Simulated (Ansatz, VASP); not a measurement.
## Al2O3: VASP beside Ansatz

Contents of INCAR:

```
ALGO = Normal
EDIFF = 1E-6
EDIFFG = -0.01
ENCUT = 600
GGA = PS
IBRION = 2
ISIF = 3
ISMEAR = -1
IVDW = 12
LASPH = T
LCHARG = F
LREAL = F
LWAVE = F
NELM = 60
NSW = 60
PREC = Accurate
SIGMA = 0.05
```

KPOINTS

```
k-points
0
Gamma
  7 7 7
```

Contents of POSCAR:

```
Al2O3
1.0
    2.3802500000      1.3742379782      4.3318666667
   -2.3802500000      1.3742379782      4.3318666667
    0.0000000000     -2.7484759565      4.3318666667
Al O
4 6
Direct
    0.8521600000      0.8521600000      0.8521600000
    0.6478400000      0.6478400000      0.6478400000
    0.1478400000      0.1478400000      0.1478400000
    0.3521600000      0.3521600000      0.3521600000
    0.0566800000      0.7500000000      0.4433200000
    0.7500000000      0.4433200000      0.0566800000
    0.4433200000      0.0566800000      0.7500000000
    0.9433200000      0.2500000000      0.5566800000
    0.2500000000      0.5566800000      0.9433200000
    0.5566800000      0.9433200000      0.2500000000
```

Contents of input.yaml:

```yaml
crystal:
  lattice:
    - [2.38025, 1.3742379782, 4.3318666667]
    - [-2.38025, 1.3742379782, 4.3318666667]
    - [0.0, -2.7484759565, 4.3318666667]
  atoms:
    - { symbol: Al, position: [0.85216, 0.85216, 0.85216] }
    - { symbol: Al, position: [0.64784, 0.64784, 0.64784] }
    - { symbol: Al, position: [0.14784, 0.14784, 0.14784] }
    - { symbol: Al, position: [0.35216, 0.35216, 0.35216] }
    - { symbol: O, position: [0.05668, 0.75, 0.44332] }
    - { symbol: O, position: [0.75, 0.44332, 0.05668] }
    - { symbol: O, position: [0.44332, 0.05668, 0.75] }
    - { symbol: O, position: [0.94332, 0.25, 0.55668] }
    - { symbol: O, position: [0.25, 0.55668, 0.94332] }
    - { symbol: O, position: [0.55668, 0.94332, 0.25] }
hamiltonian:
  xc: pbesol
  pseudopotentials: { kind: paw }
  dispersion: d3bj
kpoints:
  mp_grid: { grid: [7, 7, 7] }
scf:
  occupations: { method: fermi_dirac, width: 0.05 }
output:
  forces: true
  stress: true
relax:
  f_tol: 0.01
  max_steps: 40
  cell: { stress_tol: 0.05 }
```

Alike in both runs: task relaxation of cell and atoms; functional PBEsol; dispersion D3(BJ); k mesh 7 × 7 × 7; occupations fermi-dirac, width 0.05 eV; no spin polarisation.

|  | VASP | Ansatz |
| --- | --- | --- |
| version | VASP 6.6.1 | Ansatz 0.2.0 |
| potentials or method | VASP PAW PBE potentials, release 64 (Al, O) | Ansatz PAW |
| plane-wave cutoff (eV) | 600 | 420 |
| valence electrons in the cell | 48 | 48 |

Ansatz gave:

```
relaxed volume (Å³/atom)                                     : 8.43
relaxed cell length with the largest relative difference (Å) : 5.113
```

Q: Estimate VASP's values.

A: Relaxed volume (Å³/atom): 8.42; relaxed cell length with the largest relative difference (Å): 5.111.

VASP's potentials were made for PBE, not for PBEsol.

Noted on Ansatz's run: odd divisions of the mesh miss points on the zone boundary, where band edges often lie, so the gap on the mesh can be too wide; the plane-wave basis is chosen anew once the cell has moved, so the energies of steps on either side of that aren't comparable.
